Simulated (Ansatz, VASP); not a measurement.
## FeCl: VASP beside Ansatz

Contents of INCAR:

```
SYSTEM = FeCl
PREC = Accurate
ENCUT = 600
EDIFF = 1E-7
ISMEAR = 0
SIGMA = 0.1
LREAL = .FALSE.
LASPH = .TRUE.
NELM = 150
ALGO = Normal
ISIF = 3
LWAVE = .FALSE.
LCHARG = .FALSE.
ISPIN = 2
MAGMOM = 3.36 3.36 0 0
LORBIT = 11
LMAXMIX = 4
GGA = PE
IBRION = 2
NSW = 90
EDIFFG = -0.04
```

File KPOINTS:

```
regular mesh
0
G
  6 6 2
  0 0 0
```

File POSCAR:

```
FeCl
1.0
    3.0713889414      0.0000000000      0.0000000000
    0.0000000000      3.0816389395      0.0000000000
    0.0000000000      0.0000000000      8.5573816772
Fe Cl
2 2
Direct
    0.7500000000      0.0000000000      0.6159277128
    0.2500000000      0.0000000000      0.3840722872
    0.7500000000      0.5000000000      0.2330269430
    0.2500000000      0.5000000000      0.7669730570
```

Input for Ansatz:

```yaml
crystal:
  lattice:
    - [3.0713889414, 0.0, 0.0]
    - [0.0, 3.0816389395, 0.0]
    - [0.0, 0.0, 8.5573816772]
  atoms:
    - { symbol: Fe, position: [0.75, 0.0, 0.6159277128], spin: 3.36 }
    - { symbol: Fe, position: [0.25, 0.0, 0.3840722872], spin: 3.36 }
    - { symbol: Cl, position: [0.75, 0.5, 0.233026943] }
    - { symbol: Cl, position: [0.25, 0.5, 0.766973057] }
basis:
  ecutwfc: 420
kpoints:
  mp_grid: { grid: [6, 6, 2] }
hamiltonian:
  xc: pbe
scf:
  occupations: { method: gaussian, width: 0.1 }
  lower_state_search: "off"
output:
  forces: true
  stress: true
  eigenvalues: true
  populations: true
magnetization:
  spin_polarized: true
relax:
  adjacent_minimum: "off"
  f_tol: 0.04
  max_steps: 70
  cell: { stress_tol: 0.4 }
```

Alike in both runs: task relaxation of cell and atoms; functional PBE; k mesh 6 × 6 × 2; occupations gaussian, width 0.1 eV; collinear spin.

|  | VASP | Ansatz |
| --- | --- | --- |
| version | VASP 6.6.1 | Ansatz 0.2.0 |
| potentials or method | VASP PAW PBE potentials, release 64 (Fe, Cl), cutoff 600 eV | scalar-relativistic, plane waves, PAW |
| valence electrons in the cell | 30 | 46 |

```csv
,VASP,Ansatz,Ansatz less VASP
"gap on the k mesh at the Fermi level, each at its own relaxed structure (eV)",none,none,-
net moment per atom (μB),1.64,1.65,+0.008
size of the moment on the site where the two differ most (μB),3.09,3.10,+0.011
relaxed volume (Å³/atom),20.30,20.29,-0.012
relaxed length of the cell vector where the two differ most in proportion (Å),8.590,8.625,+0.0342
```

Site moments also hang on the region over which each program counts them. A gap of «none» marks a metal or a gap that the smearing closes. VASP's potentials hold 30 valence electrons a cell and Ansatz's 46, so a difference there can come from the potentials and not from the codes.

The k mesh is coarse, so the values compare programs but aren't converged.
